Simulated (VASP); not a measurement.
**Pt: single point with PBE**

Pt:

```xyz
4
Lattice="5.6802 0.0000 -0.0004 -2.8401 4.9192 0.0004 -1.4202 0.8200 2.2618" Properties=species:S:1:pos:R:3 pbc="T T T"
Pt   -1.4201    2.4596    0.0002
Pt    1.4201    2.4596    0.0000
Pt    0.0000    0.0000    0.0000
Pt    2.8401    0.0000   -0.0002
```

```
Program                : VASP 6.6.1
Task                   : single point
Functional             : PBE
Potentials or basis    : VASP PAW PBE potentials, release 64 (Pt)
Cutoff                 : 520 eV
k mesh                 : 6 × 6 × 15
Occupations            : gaussian, width 0.1 eV
Spin                   : no spin polarisation
Dipole correction      : no
Further INCAR settings : ALGO = Fast; EDIFF = 1e-07; NBANDS = 28
```

| Item | Value |
| --- | --- |
| Pressure | -2.6 GPa |
| Band gap on the k mesh | zero (bands 20 and 21 overlap by 1.40 eV) |

Stress tensor (GPa, compression positive):
```
-3.69  0.01  0.00
 0.01 -3.68  0.00
 0.00  0.00 -0.55
```

Levels at points of the mesh, in eV from the Fermi level:
```
           k point  band 16  band 17  band 18  band 19  band 20  band 21  band 22  band 23  band 24  band 25
(0.00, 0.00, 0.00)    -0.35    -0.08    -0.08    -0.02     0.09     0.09     0.43     0.47     1.87     5.39
(0.50, 0.00, 0.00)    -1.96    -1.33    -1.33    -1.29    -1.29     0.15     0.15     2.90     2.90     7.00
(0.50, 0.50, 0.00)    -2.04    -1.91    -1.91    -1.56    -1.56    -0.80    -0.80     1.61     1.61    10.38
```

Wall time 6.9 min on 1 thread of Intel Xeon 8259CL, on a shared host, peak memory 0.35 GiB.

Caveat: spin-orbit coupling is left out, which moves the levels of the heavy elements.
